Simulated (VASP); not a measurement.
# TaN (Fm-3m) in VASP: single point with PBE

Aim: the single point of TaN with PBE.

Everything below comes from runs of VASP 6.6.1. Logs are shortened: lines on timing, memory, paths and dates and some standing lists are left out, and cuts for length are marked.

### Step 1. The cell of the first run

It takes space group Fm-3m (No. 225, cubic). Conventional cell: a = 4.423 Å, b = 4.423 Å, c = 4.423 Å, α = 90.00°, β = 90.00°, γ = 90.00°. Ta (site symmetry m-3m) has 6 N at 2.21 Å within 2.9 Å. Within 2.9 Å of N (site symmetry m-3m) lie 6 Ta at 2.21 Å.

### Step 2. Single point, PBE

Input file INCAR:

```
  PREC = Accurate
  ENCUT = 520
  EDIFF = 1E-6
  ISMEAR = 0
  SIGMA = 0.05
  LREAL = F
  LASPH = T
  NELM = 60
  ALGO = Normal
  ISIF = 2
  LWAVE = F
  LCHARG = F
  GGA = PE
  NBANDS = 15
```

Input file KPOINTS:

```
regular mesh
0
Gamma
  14 14 14
```

Input file POSCAR:

```
TaN
1.0
    0.0000000000      2.2113230000      2.2113230000
    2.2113230000      0.0000000000      2.2113230000
    2.2113230000      2.2113230000      0.0000000000
Ta N
1 1
Direct
    0.5000000000      0.5000000000      0.5000000000
    0.0000000000      0.0000000000      0.0000000000
```

Potentials or basis: VASP PAW PBE potentials, release 64 (Ta_pv, N).

Run with:

```bash
$ cat potpaw_PBE.64/Ta_pv/POTCAR potpaw_PBE.64/N/POTCAR > POTCAR
$ mpirun -np 1 vasp_std > vasp.out
```

OUTCAR:

```text
PREC = Accurate
   ENCUT = 520
   EDIFF = 1E-6
   ISMEAR = 0
   LREAL = F
   LASPH = T
   NELM = 60
   ISIF = 2
   GGA = PE

 ion  position               nearest neighbor table
   1  0.500  0.500  0.500-   2 2.21   2 2.21   2 2.21   2 2.21   2 2.21   2 2.21
   2  0.000  0.000  0.000-   1 2.21   1 2.21   1 2.21   1 2.21   1 2.21   1 2.21

  LATTYP: Found a face centered cubic cell.
 ALAT       =     4.4226460000

  Lattice vectors:

 A1 = (   0.0000000000,   2.2113230000,   2.2113230000)
 A2 = (   2.2113230000,   0.0000000000,   2.2113230000)
 A3 = (   2.2113230000,   2.2113230000,   0.0000000000)

Analysis of symmetry for initial positions (statically):
=====================================================================
 Subroutine PRICEL returns:
 Original cell was already a primitive cell.

 Routine SETGRP: Setting up the symmetry group for a
 face centered cubic supercell.

 Subroutine GETGRP returns: Found 48 space group operations
 (whereof 48 operations were pure point group operations)
 out of a pool of 48 trial point group operations.

The static configuration has the point symmetry O_h .

Analysis of symmetry for dynamics (positions and initial velocities):
=====================================================================
 Subroutine PRICEL returns:
 Original cell was already a primitive cell.

 Routine SETGRP: Setting up the symmetry group for a
 face centered cubic supercell.

 Subroutine GETGRP returns: Found 48 space group operations
 (whereof 48 operations were pure point group operations)
 out of a pool of 48 trial point group operations.

The dynamic configuration has the point symmetry O_h .

 Subroutine INISYM returns: Found 48 space group operations
 (whereof 48 operations are pure point group operations),
 and found     1 'primitive' translations

----------------------------------------------------------------------------------------

                                     Primitive cell

  volume of cell :      21.6265

  direct lattice vectors                    reciprocal lattice vectors
     0.000000000  2.211323000  2.211323000    -0.226108985  0.226108985  0.226108985
     2.211323000  0.000000000  2.211323000     0.226108985 -0.226108985  0.226108985
     2.211323000  2.211323000  0.000000000     0.226108985  0.226108985 -0.226108985

  length of vectors
     3.127282977  3.127282977  3.127282977     0.391632251  0.391632251  0.391632251

  position of ions in fractional coordinates (direct lattice)
     0.500000000  0.500000000  0.500000000
     0.000000000  0.000000000  0.000000000

  ion indices of the primitive-cell ions
   primitive index   ion index
                 1           1
                 2           2

----------------------------------------------------------------------------------------

 KPOINTS: regular mesh

Automatic generation of k-mesh.
 Grid dimensions read from file:
 generate k-points for:   14   14   14

 Generating k-lattice:

  Cartesian coordinates                     Fractional coordinates (reciprocal lattice)
    -0.016150642  0.016150642  0.016150642     0.071428571  0.000000000  0.000000000
     0.016150642 -0.016150642  0.016150642     0.000000000  0.071428571  0.000000000
     0.016150642  0.016150642 -0.016150642     0.000000000  0.000000000  0.071428571

  Length of vectors
     0.027973732  0.027973732  0.027973732

  Shift w.r.t. Gamma in fractional coordinates (k-lattice)
     0.000000000  0.000000000  0.000000000

 Subroutine IBZKPT returns following result:
 ===========================================

 Found    104 irreducible k-points:

 Following reciprocal coordinates:
            Coordinates               Weight
  0.000000  0.000000  0.000000      1.000000
  0.071429  0.000000  0.000000      8.000000
  0.142857  0.000000  0.000000      8.000000
  0.214286  0.000000  0.000000      8.000000
  0.285714  0.000000  0.000000      8.000000
  0.357143  0.000000  0.000000      8.000000
[... 16 lines left out ...]
  0.214286  0.142857  0.000000     24.000000
  0.285714  0.142857  0.000000     24.000000
 [... further k-points ...]
   k-points           NKPTS =    104   k-points in BZ     NKDIM =    104   number of bands    NBANDS=     15
   number of dos      NEDOS =    301   number of ions     NIONS =      2
   total plane-waves  NPLWV =  13824
   dimension x,y,z NGX =    24 NGY =   24 NGZ =   24
   dimension x,y,z NGXF=    48 NGYF=   48 NGZF=   48
   ions per type =               1   1
   NGX,Y,Z   is equivalent  to a cutoff of  12.76, 12.76, 12.76 a.u.
   NGXF,Y,Z  is equivalent  to a cutoff of  25.52, 25.52, 25.52 a.u.
 SYSTEM =  unknown system
   PREC   = accura    normal or accurate (medium, high low for compatibility)
   ISTART =      0    job   : 0-new  1-cont  2-samecut
   ICHARG =      2    charge: 1-file 2-atom 10-const
   ISPIN  =      1    spin polarized calculation?
   LNONCOLLINEAR =      F non collinear calculations
   LSORBIT =      F    spin-orbit coupling
   LASPH  =      T    aspherical Exc in radial PAW
   ENCUT  =  520.0 eV  38.22 Ry    6.18 a.u.   5.81  5.81  5.81*2*pi/ulx,y,z
   NELM   =     60;   NELMIN=  2; NELMDL= -5     # of ELM steps
   EDIFF  = 0.1E-05   stopping-criterion for ELM
   LREAL  =      F    real-space projection
   EDIFFG = 0.1E-04   stopping-criterion for IOM
   NSW    =      0    number of steps for IOM
   IBRION =     -1    ionic relax: 0-MD 1-quasi-New 2-CG
   NFREE  =      0    steps in history (QN), initial steepest desc. (CG)
   ISIF   =      2    stress and relaxation
   ISYM   =      2    0-nonsym 1-usesym 2-fastsym
   POTIM  = 0.5000    time-step for ionic-motion
   TEBEG  =    0.0;   TEEND  =   0.0 temperature during run
   PSTRESS=    0.0 pullay stress
   NELECT =      16.0000    total number of electrons
   NUPDOWN=      -1.0000    fix difference up-down
   EMIN   =  10.00;   EMAX   =-10.00  energy-range for DOS
   EFERMI =   0.00;   METHOD = LEGACY
   ISMEAR =     0;   SIGMA  =   0.05  broadening in eV -4-tet -1-fermi 0-gaus
   EFERMI_NEDOS =   21; number of points for ismear=-14 and -15
   IALGO  =     38    algorithm
   IMIX   =      4    mixing-type and parameters
     AMIX     =   0.40;   BMIX     =  1.00
     AMIX_MAG =   1.60;   BMIX_MAG =  1.00
  volume/ion in A,a.u.               =      10.81        72.97
  Fermi-wavevector in a.u.,A,eV,Ry     =   1.480651  2.798024 29.828417  2.192327
  Thomas-Fermi vector in A             =   2.594659
   LORBIT       =      0    0 simple, 1 ext, 2 COOP (PROOUT), +10 PAW based schemes
   GGA     = PE    functional components
   LHFCALC =     F    Hartree Fock is set to
   AEXX    =    0.0000 exact exchange contribution
   IVDW    =     0    specifies the selected vdW correction
   LEPSILON=     F    determine dielectric tensor
   LRPA    =     F    only Hartree local field effects (RPA)
 non-spin polarized calculation
 Gauss-broadening in eV      SIGMA  =   0.05
  energy-cutoff  :      520.00
  volume of cell :       21.63
 maximum number of plane-waves:       595
   NGX = 11   NGY = 11   NGZ = 11

 number of electron      16.0000003 magnetization

 Free energy of the ion-electron system (eV)
  ---------------------------------------------------
  ext. energy  EPLUGINS =         0.00000000
  ---------------------------------------------------
  free energy    TOTEN  =       -21.82573535 eV

  energy without entropy =      -21.82462575  energy(sigma->0) =      -21.82518055

 E-fermi :   9.3201     XC(G=0): -13.3444

 val. band max:        9.3046139535   @ k =  -0.2857   0.1429   0.0000
 cond. band min:       9.3838935093   @ k =   0.2857   0.0000   0.0000
 fundamental gap:      0.0792795558
 Fermi energy:         9.3200692693

 k-point     1 :       0.0000    0.0000    0.0000
  band No.  band energies     occupation
      1     -26.4609      2.00000
      2     -26.4609      2.00000
      3     -26.4609      2.00000
      4      -9.3653      2.00000
      5       5.5815      2.00000
      6       5.5815      2.00000
      7       5.5815      2.00000
      8       7.2933      2.00000
      9       7.2933      2.00000
     10       7.2933      2.00000
     11       9.4125      0.00894
     12       9.4125      0.00894
     13      10.7311      0.00000
     14      18.7527      0.00000
     15      21.6721      0.00000

 k-point     2 :       0.0714    0.0000    0.0000
  band No.  band energies     occupation
      1     -26.5034      2.00000
      2     -26.4648      2.00000
      3     -26.4648      2.00000
      4      -9.2458      2.00000
      5       4.9461      2.00000
      6       5.1623      2.00000
      7       5.1623      2.00000
      8       7.4887      2.00000
      9       7.4887      2.00000
     10       7.5597      2.00000
     11       9.9031      0.00000
     12       9.9031      0.00000
     13      11.1113      0.00000
     14      19.1267      0.00000
     15      21.6718      0.00000

 k-point     3 :       0.1429    0.0000    0.0000
  band No.  band energies     occupation
      1     -26.6207      2.00000
      2     -26.4758      2.00000
      3     -26.4758      2.00000
      4      -8.9038      2.00000
      5       3.7237      2.00000
      6       4.3464      2.00000
      7       4.3464      2.00000
      8       7.9258      2.00000
      9       7.9387      2.00000
     10       7.9387      2.00000
     11      11.0491      0.00000
     12      11.0491      0.00000
     13      12.0335      0.00000
     14      20.1298      0.00000
     15      21.6714      0.00000

 k-point     4 :       0.2143    0.0000    0.0000
  band No.  band energies     occupation
      1     -26.7856      2.00000
      2     -26.4916      2.00000
      3     -26.4916      2.00000
      4      -8.3868      2.00000
      5       2.4117      2.00000
      6       3.5280      2.00000
      7       3.5280      2.00000
      8       8.3317      2.00000
      9       8.5846      2.00000
     10       8.5846      2.00000
     11      12.4505      0.00000
     12      12.4505      0.00000
     13      13.1072      0.00000
     14      21.3032      0.00000
     15      21.6728      0.00000
[... 307 lines left out ...]
 k-point    22 :       0.1429    0.1429    0.0000
  band No.  band energies     occupation
      1     -26.6100      2.00000
      2     -26.5115      2.00000
      3     -26.5115      2.00000
      4      -8.8013      2.00000
      5       2.8395      2.00000
      6       4.8245      2.00000
      7       4.8245      2.00000
      8       6.4409      2.00000
      9       9.0222      2.00000
     10       9.0222      2.00000
     11       9.7355      0.00000
     12      10.6918      0.00000
     13      13.6669      0.00000
     14      20.5998      0.00000
     15      21.6711      0.00000

 k-point    23 :       0.2143    0.1429    0.0000
  band No.  band energies     occupation
      1     -26.7152      2.00000
      2     -26.5356      2.00000
      3     -26.5273      2.00000
      4      -8.4818      2.00000
      5       2.1015      2.00000
      6       4.2629      2.00000
      7       4.4487      2.00000
      8       6.4408      2.00000
      9       9.5089      0.00000
     10       9.5903      0.00000
     11      10.4551      0.00000
     12      11.3133      0.00000
     13      14.8402      0.00000
     14      21.6217      0.00000
     15      21.6712      0.00000

 k-point    24 :       0.2857    0.1429    0.0000
  band No.  band energies     occupation
      1     -26.8601      2.00000
      2     -26.5577      2.00000
      3     -26.5449      2.00000
      4      -8.0446      2.00000
      5       1.4135      2.00000
      6       3.4121      2.00000
      7       3.8449      2.00000
      8       6.8387      2.00000
      9      10.1066      0.00000
     10      10.1728      0.00000
     11      11.6579      0.00000
     12      12.3485      0.00000
     13      15.8568      0.00000
     14      21.6637      0.00000
     15      22.3321      0.00000

 [... further k-points ...]

------------------------ aborting loop because EDIFF is reached ----------------------------------------

  FORCE on cell =-STRESS in cart. coord.  units (eV):
  Direction    XX          YY          ZZ          XY          YZ          ZX
  --------------------------------------------------------------------------------------
  -------------------------------------------------------------------------------------
  Total       -0.0639517     -0.0639517     -0.0639517      0.0000000      0.0000000      0.0000000
  in kB       -4.7377971     -4.7377971     -4.7377971      0.0000000      0.0000000      0.0000000
  external PRESSURE =      -4.7377971 kB  Pullay stress =       0.0000000 kB

 VOLUME and BASIS-vectors are now :
 -----------------------------------------------------------------------------
  energy-cutoff  :      520.00
  volume of cell :       21.63
      direct lattice vectors                 reciprocal lattice vectors
     0.000000000  2.211323000  2.211323000    -0.226108985  0.226108985  0.226108985
     2.211323000  0.000000000  2.211323000     0.226108985 -0.226108985  0.226108985
     2.211323000  2.211323000  0.000000000     0.226108985  0.226108985 -0.226108985

 POSITION                                       TOTAL-FORCE (eV/Angst)
 -----------------------------------------------------------------------------------
      2.21132      2.21132      2.21132        -0.000000     -0.000000      0.000000
      0.00000      0.00000      0.00000         0.000000      0.000000     -0.000000
 -----------------------------------------------------------------------------------
    total drift:                                0.000000     -0.000000     -0.000000

  FREE ENERGIE OF THE ION-ELECTRON SYSTEM (eV)
  ---------------------------------------------------
  free  energy   TOTEN  =       -21.8257353475 eV

  energy  without entropy=      -21.8246257539  energy(sigma->0) =      -21.82518055
```

Run time: 22 s. Hardware: 1 thread of Intel Xeon Platinum 8259CL at 2.50GHz (Skylake/Cascade Lake), shared host; peak memory 0.16 GiB.

What came out:

```yaml
Free_energy: -21.8257 eV
Pressure: -0.5 GPa
Band_gap_on_the_k_mesh: zero (band 8 reaches 11.20 eV, above the bottom of band 9 at 7.29 eV)
```

Caveat: spin-orbit coupling is left out, which moves the levels of the heavy elements.
